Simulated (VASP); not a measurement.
A run of VASP 6.6.1:

The input INCAR:

```
SYSTEM = TaN
  ALGO = Normal
  EDIFF = 1E-6
  EDIFFG = -0.01
  ENCUT = 600
  GGA = PS
  IBRION = 2
  ISIF = 3
  ISMEAR = -1
  LASPH = .TRUE.
  LCHARG = .FALSE.
  LREAL = .FALSE.
  LWAVE = .FALSE.
  NELM = 100
  NSW = 50
  PREC = Accurate
  SIGMA = 0.05
```

The input KPOINTS:

```
k-points
0
G
  9 9 8
  0 0 0
```

File POSCAR:

```
TaN
1.0
    2.9380000000      0.0000000000      0.0000000000
   -1.4690000000      2.5443830000      0.0000000000
    0.0000000000      0.0000000000      2.8830000000
Ta N
1 1
Direct
    0.3333333333      0.6666666667      0.5000000000
    0.0000000000      0.0000000000      0.0000000000
```

Potentials or basis: VASP PAW PBE potentials, release 64 (Ta_pv, N).

Launch:

```bash
$ cat potpaw_PBE.64/Ta_pv/POTCAR potpaw_PBE.64/N/POTCAR > POTCAR
$ mpirun -np 1 vasp_std > vasp.out
```

Hardware: 1 thread of Intel(R) Xeon(R) Platinum 8375C CPU @ 2.90GHz (Ice Lake), on a shared host.

Question: How long does it take, and how much memory?

Answer: Wall time 29 s on 1 thread of Intel(R) Xeon(R) Platinum 8375C CPU @ 2.90GHz (Ice Lake), on a shared host, peak memory 0.16 GiB. Counts: scf iterations 41, k points 60, ion steps 7.
